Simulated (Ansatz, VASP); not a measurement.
**Zn2C: VASP beside Ansatz**

INCAR

```
  ALGO = Normal
  EDIFF = 1E-6
  ENCUT = 520
  GGA = PE
  ISIF = 2
  ISMEAR = -1
  LASPH = T
  LCHARG = F
  LREAL = F
  LWAVE = F
  NBANDS = 21
  NELM = 80
  PREC = Accurate
  SIGMA = 0.02
```

File KPOINTS:

```
k-points
0
Gamma
  8 8 8
```

The input POSCAR:

```
Zn2C
1.0
    0.0000000000      2.5779670629      2.5779670629
    2.5779670629      0.0000000000      2.5779670629
    2.5779670629      2.5779670629      0.0000000000
C Zn
1 2
Direct
    0.0000000000      0.0000000000      0.0000000000
    0.2500000000      0.2500000000      0.2500000000
    0.7500000000      0.7500000000      0.7500000000
```

Input for Ansatz:

```yaml
crystal:
  lattice:
    - [0.0, 2.5779670629, 2.5779670629]
    - [2.5779670629, 0.0, 2.5779670629]
    - [2.5779670629, 2.5779670629, 0.0]
  atoms:
    - { symbol: C, position: [0.0, 0.0, 0.0] }
    - { symbol: Zn, position: [0.25, 0.25, 0.25] }
    - { symbol: Zn, position: [0.75, 0.75, 0.75] }
kpoints:
  mp_grid: { grid: [8, 8, 8] }
hamiltonian:
  xc: pbe
scf:
  occupations: { method: fermi_dirac, width: 0.02 }
  n_extra_bands: 4
output:
  forces: true
  stress: true
  eigenvalues: true
```

Alike in both runs: task single point; functional PBE; k mesh 8 × 8 × 8; occupations fermi-dirac, width 0.02 eV; no spin polarisation.

```csv
,VASP,Ansatz
version,VASP 6.6.1,Ansatz 0.2.0
potentials or method,"VASP PAW PBE potentials, release 64 (C, Zn)","plane waves, PAW"
plane-wave cutoff (eV),520,420
valence electrons in the cell,28,28
```

|  | VASP | Ansatz | Ansatz less VASP |
| --- | --- | --- | --- |
| pressure (GPa) | 4.9 | 4.3 | -0.63 |
